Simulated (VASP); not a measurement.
# Sb (P2_1/m) in VASP: further runs

Sb is run at these levels: PBE; tasks: single point.

All numbers are computed with VASP 6.6.1; they aren't measurements. Logs are shortened: lines on timing, memory, paths and dates and some standing lists are left out, and cuts for length are marked.

### 1 The cell of the first run

The structure is monoclinic, space group P2_1/m (No. 11). Conventional cell: a = 3.122 Å, b = 4.348 Å, c = 4.406 Å, α = 90.00°, β = 90.51°, γ = 90.00°. Sb (site symmetry m) has 6 Sb at 3.04 to 3.15 Å within 4.0 Å.

### 2 Single point, PBE

Contents of INCAR:

```
  PREC = Accurate
  ENCUT = 500
  EDIFF = 1E-6
  ISMEAR = 0
  SIGMA = 0.1
  LREAL = False
  LASPH = True
  NELM = 120
  ALGO = Normal
  ISIF = 2
  LWAVE = False
  LCHARG = False
  GGA = PE
  NBANDS = 12
  GGA_COMPAT = False
```

Contents of KPOINTS:

```
Automatic mesh
0
Gamma
  2 1 1
```

Contents of POSCAR:

```
Sb
1.0
    3.1224020000      0.0000000000      0.0000000000
    0.0000000000      4.3475180000      0.0000000000
   -0.0389150000      0.0000000000      4.4058520000
Sb
2
Direct
    0.9886110000      0.7500000000      0.7588340000
    0.0274023128      0.2500000000      0.2411660000
```

Potentials or basis: VASP PAW PBE potentials, release 64 (Sb).

Run with:

```sh
$ cat potpaw_PBE.64/Sb/POTCAR > POTCAR
$ mpirun -np 1 vasp_std > vasp.out
```

OUTCAR:

```text
PREC = Accurate
   ENCUT = 500
   EDIFF = 1E-6
   ISMEAR = 0
   LREAL = False
   LASPH = True
   NELM = 120
   ISIF = 2
   GGA = PE

 ion  position               nearest neighbor table
   1  0.989  0.750  0.759-   2 3.04   2 3.04   2 3.15   2 3.15
   2  0.027  0.250  0.241-   1 3.04   1 3.04   1 3.15   1 3.15

  LATTYP: Found a simple monoclinic cell.
 ALAT       =     3.1224020000
 B/A-ratio  =     1.3923633152
 C/A-ratio  =     1.4111007668
 COS(beta)  =    -0.0088322263

  Lattice vectors:

 A1 = (   3.1224020000,   0.0000000000,   0.0000000000)
 A2 = (   0.0000000000,   4.3475180000,   0.0000000000)
 A3 = (  -0.0389150000,   0.0000000000,   4.4058520000)

Analysis of symmetry for initial positions (statically):
=====================================================================
 Subroutine PRICEL returns:
 Original cell was already a primitive cell.

 Routine SETGRP: Setting up the symmetry group for a
 simple monoclinic supercell.

 Subroutine GETGRP returns: Found  4 space group operations
 (whereof  1 operations were pure point group operations)
 out of a pool of  4 trial point group operations.

The static configuration has the point symmetry C_1 .
 The point group associated with its full space group is C_2h.

Analysis of symmetry for dynamics (positions and initial velocities):
=====================================================================
 Subroutine PRICEL returns:
 Original cell was already a primitive cell.

 Routine SETGRP: Setting up the symmetry group for a
 simple monoclinic supercell.

 Subroutine GETGRP returns: Found  4 space group operations
 (whereof  1 operations were pure point group operations)
 out of a pool of  4 trial point group operations.

The dynamic configuration has the point symmetry C_1 .
 The point group associated with its full space group is C_2h.

 Subroutine INISYM returns: Found  4 space group operations
 (whereof  1 operations are pure point group operations),
 and found     1 'primitive' translations

----------------------------------------------------------------------------------------

                                     Primitive cell

  volume of cell :      59.8081

  direct lattice vectors                    reciprocal lattice vectors
     3.122402000  0.000000000  0.000000000     0.320266257  0.000000000  0.002828774
     0.000000000  4.347518000  0.000000000     0.000000000  0.230016299  0.000000000
    -0.038915000  0.000000000  4.405852000     0.000000000  0.000000000  0.226970856

  length of vectors
     3.122402000  4.347518000  4.406023856     0.320278749  0.230016299  0.226970856

  position of ions in fractional coordinates (direct lattice)
     0.988611000  0.750000000  0.758834000
     0.027402313  0.250000000  0.241166000

  ion indices of the primitive-cell ions
   primitive index   ion index
                 1           1
                 2           2

----------------------------------------------------------------------------------------

 KPOINTS: Automatic mesh

Automatic generation of k-mesh.
 Grid dimensions read from file:
 generate k-points for:    2    1    1

 Generating k-lattice:

  Cartesian coordinates                     Fractional coordinates (reciprocal lattice)
     0.160133128  0.000000000  0.001414387     0.500000000  0.000000000  0.000000000
     0.000000000  0.230016299  0.000000000     0.000000000  1.000000000  0.000000000
     0.000000000  0.000000000  0.226970856     0.000000000  0.000000000  1.000000000

  Length of vectors
     0.160139374  0.230016299  0.226970856

  Shift w.r.t. Gamma in fractional coordinates (k-lattice)
     0.000000000  0.000000000  0.000000000

 Subroutine IBZKPT returns following result:
 ===========================================

 Found      2 irreducible k-points:

 Following reciprocal coordinates:
            Coordinates               Weight
  0.000000  0.000000  0.000000      1.000000
  0.500000  0.000000  0.000000      1.000000
   k-points           NKPTS =      2   k-points in BZ     NKDIM =      2   number of bands    NBANDS=     12
   number of dos      NEDOS =    301   number of ions     NIONS =      2
   total plane-waves  NPLWV =  24576
   dimension x,y,z NGX =    24 NGY =   32 NGZ =   32
   dimension x,y,z NGXF=    48 NGYF=   64 NGZF=   64
   ions per type =               2
   NGX,Y,Z   is equivalent  to a cutoff of  12.78, 12.24, 12.07 a.u.
   NGXF,Y,Z  is equivalent  to a cutoff of  25.56, 24.47, 24.15 a.u.
 SYSTEM =  unknown system
   PREC   = accura    normal or accurate (medium, high low for compatibility)
   ISTART =      0    job   : 0-new  1-cont  2-samecut
   ICHARG =      2    charge: 1-file 2-atom 10-const
   ISPIN  =      1    spin polarized calculation?
   LNONCOLLINEAR =      F non collinear calculations
   LSORBIT =      F    spin-orbit coupling
   LASPH  =      T    aspherical Exc in radial PAW
   ENCUT  =  500.0 eV  36.75 Ry    6.06 a.u.   5.69  7.93  8.03*2*pi/ulx,y,z
   NELM   =    120;   NELMIN=  2; NELMDL= -5     # of ELM steps
   EDIFF  = 0.1E-05   stopping-criterion for ELM
   LREAL  =      F    real-space projection
   EDIFFG = 0.1E-04   stopping-criterion for IOM
   NSW    =      0    number of steps for IOM
   IBRION =     -1    ionic relax: 0-MD 1-quasi-New 2-CG
   NFREE  =      0    steps in history (QN), initial steepest desc. (CG)
   ISIF   =      2    stress and relaxation
   ISYM   =      2    0-nonsym 1-usesym 2-fastsym
   POTIM  = 0.5000    time-step for ionic-motion
   TEBEG  =    0.0;   TEEND  =   0.0 temperature during run
   PSTRESS=    0.0 pullay stress
   NELECT =      10.0000    total number of electrons
   NUPDOWN=      -1.0000    fix difference up-down
   EMIN   =  10.00;   EMAX   =-10.00  energy-range for DOS
   EFERMI =   0.00;   METHOD = LEGACY
   ISMEAR =     0;   SIGMA  =   0.10  broadening in eV -4-tet -1-fermi 0-gaus
   EFERMI_NEDOS =   21; number of points for ismear=-14 and -15
   IALGO  =     38    algorithm
   IMIX   =      4    mixing-type and parameters
     AMIX     =   0.40;   BMIX     =  1.00
     AMIX_MAG =   1.60;   BMIX_MAG =  1.00
  volume/ion in A,a.u.               =      29.90       201.80
  Fermi-wavevector in a.u.,A,eV,Ry     =   0.901893  1.704330 11.067117  0.813410
  Thomas-Fermi vector in A             =   2.025029
   LORBIT       =      0    0 simple, 1 ext, 2 COOP (PROOUT), +10 PAW based schemes
   GGA     = PE    functional components
   LHFCALC =     F    Hartree Fock is set to
   AEXX    =    0.0000 exact exchange contribution
   IVDW    =     0    specifies the selected vdW correction
   LEPSILON=     F    determine dielectric tensor
   LRPA    =     F    only Hartree local field effects (RPA)
 non-spin polarized calculation
 Gauss-broadening in eV      SIGMA  =   0.10
  energy-cutoff  :      500.00
  volume of cell :       59.81
 maximum number of plane-waves:      1513
 NGX is ok and might be reduce to    24
   NGX = 11   NGY = 15   NGZ = 17

 number of electron      10.0000000 magnetization

 number of electron       9.9999999 magnetization

 Free energy of the ion-electron system (eV)
  ---------------------------------------------------
  ext. energy  EPLUGINS =         0.00000000
  ---------------------------------------------------
  free energy    TOTEN  =        -8.01093782 eV

  energy without entropy =       -8.01093782  energy(sigma->0) =       -8.01093782

 E-fermi :   6.4715     XC(G=0):  -9.3323

 val. band max:        5.9578552080   @ k =   0.5000   0.0000   0.0000
 cond. band min:       9.5827833417   @ k =   0.0000   0.0000   0.0000
 fundamental gap:      3.6249281337
 Fermi energy:         6.4715149456

 k-point     1 :       0.0000    0.0000    0.0000
  band No.  band energies     occupation
      1      -4.9462      2.00000
      2       0.2197      2.00000
      3       3.7547      2.00000
      4       3.8804      2.00000
      5       9.5828      0.00000
      6      10.5432      0.00000
      7      10.6855      0.00000
      8      10.8389      0.00000
      9      13.9825      0.00000
     10      14.3146      0.00000
     11      15.0109      0.00000
     12      15.8995      0.00000

 k-point     2 :       0.5000    0.0000    0.0000
  band No.  band energies     occupation
      1      -2.5816      2.00000
      2       1.7767      2.00000
      3       3.0855      2.00000
      4       5.6347      2.00000
      5       5.7600      2.00000
      6       5.9579      2.00000
      7      11.8234      0.00000
      8      12.0250      0.00000
      9      12.2550      0.00000
     10      12.8456      0.00000
     11      13.0087      0.00000
     12      14.3190      0.00000

------------------------ aborting loop because EDIFF is reached ----------------------------------------

  FORCE on cell =-STRESS in cart. coord.  units (eV):
  Direction    XX          YY          ZZ          XY          YZ          ZX
  --------------------------------------------------------------------------------------
  -------------------------------------------------------------------------------------
  Total       -1.9007293      8.5041799      8.6770105      0.0000000      0.0000000      0.0244266
  in kB      -50.9179313    227.8153119    232.4452079      0.0000000      0.0000000      0.6543545
  external PRESSURE =     136.4475295 kB  Pullay stress =       0.0000000 kB

 VOLUME and BASIS-vectors are now :
 -----------------------------------------------------------------------------
  energy-cutoff  :      500.00
  volume of cell :       59.81
      direct lattice vectors                 reciprocal lattice vectors
     3.122402000  0.000000000  0.000000000     0.320266257  0.000000000  0.002828774
     0.000000000  4.347518000  0.000000000     0.000000000  0.230016299  0.000000000
    -0.038915000  0.000000000  4.405852000     0.000000000  0.000000000  0.226970856

 POSITION                                       TOTAL-FORCE (eV/Angst)
 -----------------------------------------------------------------------------------
      3.05731      3.26064      3.34331         0.365028     -0.000000     -0.640579
      0.07618      1.08688      1.06254        -0.365028      0.000000      0.640579
 -----------------------------------------------------------------------------------
    total drift:                                0.000000      0.000000      0.000000

  FREE ENERGIE OF THE ION-ELECTRON SYSTEM (eV)
  ---------------------------------------------------
  free  energy   TOTEN  =        -8.0109378172 eV

  energy  without entropy=       -8.0109378172  energy(sigma->0) =       -8.01093782
```

It took 3.9 s on 1 thread of Intel Xeon 6975P-C, shared host; peak memory 0.15 GiB.

Results:

| Item | Value |
| --- | --- |
| Free energy | -8.0109 eV |
| Pressure | 13.6 GPa |
| Largest force | 0.737 eV/Å |
| Band gap on the k mesh | zero (band 5 reaches 9.58 eV, above the bottom of band 6 at 5.96 eV) |

Forces in eV/Å, atoms in the order of the input:
```
Sb   0.365  0.000 -0.641
Sb  -0.365  0.000  0.641
```

Caveat: the k points lie up to 1.45 Å⁻¹ apart; spin-orbit coupling is left out, which moves the levels of the heavy elements.

### 3 Single point, PBE

Contents of INCAR:

```
PREC     = Accurate       # precision mode
ENCUT    = 500            # plane-wave cutoff, eV
EDIFF    = 1E-6           # SCF threshold, eV
ISMEAR   = 1              # smearing method
SIGMA    = 0.043          # smearing width, eV
LREAL    = False          # projectors in reciprocal space
LASPH    = True           # aspherical terms in the spheres
NELM     = 120            # most SCF steps
ALGO     = Normal         # electronic algorithm
ISIF     = 2              # what is computed and relaxed
LWAVE    = False          # write WAVECAR
LCHARG   = False          # write CHGCAR
GGA      = PE             # functional
NBANDS   = 12             # bands
GGA_COMPAT= False
```

Contents of KPOINTS:

```
Automatic mesh
0
Gamma
  2 2 2
```

POSCAR, as its differences from that of step 2:

```diff
@@ -9,2 +9,2 @@
     0.9886110000      0.7500000000      0.7588340000
-    0.0274023128      0.2500000000      0.2411660000
+    0.0754422513      0.2500000000      0.2411660000
```

Potentials or basis: VASP PAW PBE potentials, release 64 (Sb).

Run with:

```sh
$ cat potpaw_PBE.64/Sb/POTCAR > POTCAR
$ mpirun -np 1 vasp_std > vasp.out
```

Wall time 4.5 s (1 thread of Intel Xeon 6975P-C, shared host); peak memory 0.15 GiB.

The run converged. Its results:

```yaml
Free_energy: -9.1797 eV
Pressure: -1.2 GPa
Largest_force: 0.686 eV/Å
Band_gap_on_the_k_mesh: zero (band 5 reaches 12.28 eV, above the bottom of band 6 at 3.70 eV)
```

Forces in eV/Å, atoms in the order of the input:
```
Sb   0.023  0.000 -0.686
Sb  -0.023  0.000  0.686
```

Stress tensor (GPa, compression positive):
```
-28.88   0.00   0.54
  0.00  13.17   0.00
  0.54   0.00  12.11
```

Levels at points of the mesh, in eV from the Fermi level:
| k point | band 3 | band 4 | band 5 | band 6 | band 7 | band 8 |
| --- | --- | --- | --- | --- | --- | --- |
| (0.00, 0.00, 0.00) | -2.89 | -2.77 | 2.76 | 3.94 | 3.98 | 4.12 |
| (0.50, 0.00, 0.00) | -3.62 | -1.01 | -0.89 | -0.75 | 4.81 | 5.00 |
| (0.00, 0.50, 0.00) | -0.76 | -0.76 | -0.17 | -0.17 | 5.50 | 5.50 |
| (0.50, 0.50, 0.00) | -3.19 | -3.19 | 1.18 | 1.18 | 2.19 | 2.19 |
| (0.00, 0.00, 0.50) | -0.87 | -0.31 | -0.22 | -0.04 | 5.27 | 5.68 |
| (0.50, 0.00, 0.50) | -3.38 | -3.05 | 1.01 | 1.64 | 2.19 | 2.31 |
| (0.00, 0.50, 0.50) | -4.89 | -4.89 | 5.85 | 5.85 | 6.01 | 6.01 |
| (0.50, 0.50, 0.50) | -2.87 | -2.87 | -2.72 | -2.72 | 2.69 | 2.69 |

Caveat: the k points lie up to 1.01 Å⁻¹ apart; spin-orbit coupling is left out, which moves the levels of the heavy elements.
